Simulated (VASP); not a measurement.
PtSe2:

```
Pt Se
1.0
     3.73637    0.00000    0.00000
    -1.86819    3.23579    0.00000
     0.00000    0.00000    5.07882
Pt Se
1 2
Cartesian
  0.0000 0.0000 0.0000
  0.0000 2.1572 1.2697
  1.8682 1.0786 3.8091
```

- Program: VASP 6.6.1
- Task: relaxation of cell and atoms
- Functional: PBE
- Potentials or basis: VASP PAW PBE potentials, release 64 (Pt, Se)
- Cutoff: 600 eV
- k mesh: 6 × 6 × 4
- Occupations: gaussian, width 0.05 eV
- Spin: no spin polarisation

At the start: pressure 5.9 GPa; volume 20.47 Å³/atom.

Where does the relaxation end?

Over 20 steps the energy falls by 28.5 meV/atom and the volume is 24.51 Å³/atom (+19.7 %); space group P-3m1 (No. 164, to 0.05 Å).

The path:
```csv
step,energy change (eV),largest force (eV/Å),pressure (GPa),volume (Å³)
1,0.0000,0.4348,5.94,61.40
2,0.0643,0.8296,-6.82,68.40
3,-0.0497,0.1300,0.06,64.04
4,-0.0497,0.1202,0.16,63.99
5,-0.0515,0.1138,0.15,64.19
6,-0.0566,0.0793,0.13,64.79
7,-0.0633,0.0160,0.17,66.00
8,-0.0675,0.1826,0.50,68.42
9,-0.0691,0.1551,0.30,68.72
10,-0.0727,0.0741,-0.24,69.64
11,-0.0750,0.0836,-1.22,71.47
12,-0.0764,0.0890,-1.17,71.68
13,-0.0801,0.1049,-0.97,72.32
14,-0.0840,0.1266,-0.53,73.56
15,-0.0842,0.1305,-0.42,73.84
16,-0.0850,0.0775,-0.12,73.59
17,-0.0851,0.0407,0.10,73.41
18,-0.0851,0.0361,0.13,73.39
19,-0.0852,0.0331,0.10,73.42
20,-0.0854,0.0243,0.00,73.53
```

Final structure:
```
Pt Se
1.0
     3.75769    0.00000    0.00000
    -1.87885    3.25426    0.00000
     0.00000    0.00000    6.01262
Pt Se
1 2
Direct
  0.00000 0.00000 0.00000
  0.33333 0.66667 0.21696
  0.66667 0.33333 0.78304
```

Caveat: the volume moved by over 15 % at a fixed basis, so the end points are rough; this functional lacks dispersion, which binds the layers, so the pressure and a relaxed spacing across them are unreliable; the volume moved by +20 % from the deposited cell, more than functionals usually miss.
